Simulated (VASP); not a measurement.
Li: relaxation of cell and atoms with PBE

Li:

```
Li
1.0
     1.71834   -5.45094    0.00000
     1.71834    5.45094    0.00000
     0.00000    0.00000    4.54764
Li
4
Direct
  0.09800 0.90200 0.91000
  0.59800 0.40200 0.59000
  0.90200 0.09800 0.09000
  0.40200 0.59800 0.41000
```

```json
{"Program": "VASP 6.6.1", "Task": "relaxation of cell and atoms", "Functional": "PBE", "Potentials or basis": "VASP PAW PBE potentials, release 64 (Li_sv)", "Cutoff": "600 eV", "k mesh": "6 × 6 × 4", "Occupations": "gaussian, width 0.1 eV", "Spin": "no spin polarisation", "Dipole correction": "no", "Further INCAR settings": "ALGO = Normal; EDIFF = 1e-06; IBRION = 2; EDIFFG = -0.04; NSW = 90; ISIF = 3"}
```

```
Relaxed volume                        : 20.14 Å³/atom
Relaxed cell                          : a = 5.464 Å, b = 5.464 Å, c = 4.875 Å, α = 90.00°, β = 90.00°, γ = 146.40°
Space group after relaxing (to 0.1 Å) : Fmmm (No. 69)
Energy gained by relaxing             : 442.0 meV/atom
Ionic steps                           : 20
Pressure after relaxing               : 0.0 GPa
Largest force after relaxing          : 0.035 eV/Å
Band gap on the k mesh                : zero (bands 6 and 7 overlap by 2.43 eV)
```

Forces in eV/Å, atoms in the order of the input:
```
Li   0.000  0.032  0.016
Li   0.000  0.032 -0.016
Li   0.000 -0.032 -0.016
Li   0.000 -0.032  0.016
```

Stress tensor (GPa, compression positive):
```
 0.15  0.00  0.00
 0.00 -0.03  0.00
 0.00  0.00 -0.01
```

Step by step:
```csv
step,energy change (eV),largest force (eV/Å),pressure (GPa),volume (Å³)
1,0.0000,1.5080,2.20,85.19
2,-0.4560,1.2525,0.97,88.84
3,-1.1920,0.6228,-1.51,100.23
4,-1.2738,0.4611,-2.07,104.55
5,-1.2857,0.4063,-2.26,106.38
6,-1.5149,0.2548,-1.85,97.91
7,-1.6490,0.1302,-1.05,88.11
8,-1.6532,0.1565,-0.79,86.03
9,-1.7042,0.1150,-0.20,81.60
10,-1.7148,0.0907,0.23,79.06
11,-1.7150,0.0872,0.32,78.64
12,-1.7252,0.0402,0.18,79.43
13,-1.7371,0.0615,-0.05,81.15
14,-1.7175,0.2349,-0.44,84.38
15,-1.7386,0.1069,-0.12,81.79
16,-1.7475,0.1105,-0.16,82.04
17,-1.7514,0.1211,-0.25,82.63
18,-1.7546,0.1173,-0.22,82.42
19,-1.7612,0.0919,-0.15,81.87
20,-1.7682,0.0353,0.04,80.56
```

Final structure:
```cif
data_structure
_symmetry_space_group_name_H-M 'P 1'
_symmetry_Int_Tables_number 1
_cell_length_a 5.4645
_cell_length_b 5.4645
_cell_length_c 4.8747
_cell_angle_alpha 90.000
_cell_angle_beta 90.000
_cell_angle_gamma 146.398
_cell_volume 80.56
loop_
_atom_site_label
_atom_site_type_symbol
_atom_site_fract_x
_atom_site_fract_y
_atom_site_fract_z
_atom_site_occupancy
Li1 Li 0.13172 0.86827 0.99906 1
Li2 Li 0.63172 0.36827 0.50094 1
Li3 Li 0.86827 0.13172 0.00094 1
Li4 Li 0.36827 0.63172 0.49906 1
```

Levels at points of the mesh, in eV from the Fermi level:
| k point | band 3 | band 4 | band 5 | band 6 | band 7 | band 8 | band 9 | band 10 |
| --- | --- | --- | --- | --- | --- | --- | --- | --- |
| (0.00, 0.00, 0.00) | -46.53 | -46.51 | -3.52 | -0.36 | 0.19 | 2.43 | 3.28 | 4.52 |
| (0.50, 0.00, 0.00) | -46.52 | -46.52 | -0.46 | -0.46 | 1.63 | 1.63 | 4.22 | 4.22 |
| (0.50, 0.50, 0.00) | -46.52 | -46.52 | -2.58 | -2.43 | 1.31 | 1.74 | 3.86 | 3.86 |
| (0.00, 0.00, 0.50) | -46.52 | -46.52 | -2.35 | -2.35 | 1.17 | 1.17 | 3.11 | 3.11 |
| (0.50, 0.00, 0.50) | -46.52 | -46.52 | 0.01 | 0.01 | 1.22 | 1.22 | 2.98 | 2.98 |
| (0.50, 0.50, 0.50) | -46.53 | -46.53 | -1.38 | -1.38 | -1.18 | -1.18 | 7.20 | 7.22 |

Run time: 6.9 min on 1 thread of AMD EPYC 9R45 96-Core Processor (Zen 5) (shared host), peak memory 0.25 GiB.

Caveat: the cutoff is under 1.25 times the usual one of these potentials, so pressure, stress and relaxed cells hold a basis-set (Pulay) error.
